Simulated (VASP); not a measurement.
Li:

```
Li
1.0
     0.00000    2.21072    2.21072
     2.21072    0.00000    2.21072
     2.21072    2.21072    0.00000
Li
1
Direct
  0.00000 0.00000 0.00000
```

- Program: VASP 6.6.1
- Task: relaxation of cell and atoms
- Functional: LDA
- Potentials or basis: VASP PAW LDA potentials, release 64 (Li_sv)
- Cutoff: 600 eV
- k mesh: 12 × 12 × 12
- Occupations: fermi-dirac, width 0.1 eV
- Spin: no spin polarisation

At the start: pressure -1.7 GPa; volume 21.61 Å³/atom.

Question: Where does the relaxation end?

Answer: Over 6 steps the energy falls by 17.3 meV/atom and the volume is 18.67 Å³/atom (-13.6 %); space group Fm-3m (No. 225, to 0.05 Å).

Step by step:
```csv
step,energy change (eV),largest force (eV/Å),pressure (GPa),volume (Å³)
1,0.0000,0.0000,-1.69,21.61
2,-0.0068,0.0000,-1.39,20.90
3,-0.0160,0.0000,-0.53,19.42
4,-0.0047,0.0000,2.18,16.66
5,-0.0172,0.0000,-0.09,18.78
6,-0.0173,0.0000,0.02,18.67
```

Final structure:
```
Li
1.0
     0.00000    2.10564    2.10564
     2.10564    0.00000    2.10564
     2.10564    2.10564    0.00000
Li
1
Direct
  0.00000 0.00000 0.00000
```

Caveat: the cutoff is under 1.25 times the usual one of these potentials, so pressure, stress and relaxed cells hold a basis-set (Pulay) error.
